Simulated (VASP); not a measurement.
Here is a VASP 6.6.1 calculation.

File INCAR:

```
SYSTEM = NiMoIrPdW
  PREC = Accurate
  ENCUT = 520
  EDIFF = 1E-6
  ISMEAR = -1
  SIGMA = 0.05
  LREAL = .False.
  LASPH = .True.
  NELM = 150
  ALGO = Fast
  ISIF = 2
  LWAVE = .False.
  LCHARG = .True.
  ISPIN = 2
  MAGMOM = 1 1 1 1 0 0 0.6 0.6 0 0
  LORBIT = 11
  LMAXMIX = 4
  GGA = CA
  LELF = .True.
  LVHAR = .True.
  NBANDS = 72
```

File KPOINTS:

```
regular mesh
0
Gamma
  8 8 1
  0 0 0
```

File POSCAR:

```
NiMoIrPdW
1.0
    2.7198573444      0.0000000000      0.0000000000
   -1.3599286722      2.3554655549      0.0000000000
    0.0000000000      0.0000000000     21.4441883685
Ni Mo Pd Ir W
2 2 2 2 2
Direct
    0.3333333333      0.6666666667      0.0433836023
    0.6666666667      0.3333333333      0.9564684374
    0.6666666667      0.3333333333      0.3423115509
    0.6666666667      0.3333333333      0.7633752599
    0.3333333333      0.6666666667      0.4474541263
    0.3333333333      0.6666666667      0.6575898958
    0.3333333333      0.6666666667      0.2393917380
    0.3333333333      0.6666666667      0.8620543840
    0.6666666667      0.3333333333      0.1354376640
    0.6666666667      0.3333333333      0.5525333413
```

Potentials or basis: VASP PAW LDA potentials, release 64 (Ni, Mo_sv, Pd, Ir, W_sv).

The run is started by

```console
$ cat potpaw_LDA.64/Ni/POTCAR potpaw_LDA.64/Mo_sv/POTCAR potpaw_LDA.64/Pd/POTCAR potpaw_LDA.64/Ir/POTCAR potpaw_LDA.64/W_sv/POTCAR > POTCAR
$ mpirun -np 1 vasp_std > vasp.out
```

Problem. What does it give for the band gap on the k mesh?

Solution. Zero (filled and empty bands overlap).

Problem. Predict the pressure.

Solution. 1.4 GPa.

Stress tensor (GPa, compression positive):
```
1.41 0.00 0.00
0.00 1.41 0.00
0.00 0.00 1.32
```

Caveat: spin-orbit coupling is left out, which moves the levels of the heavy elements.
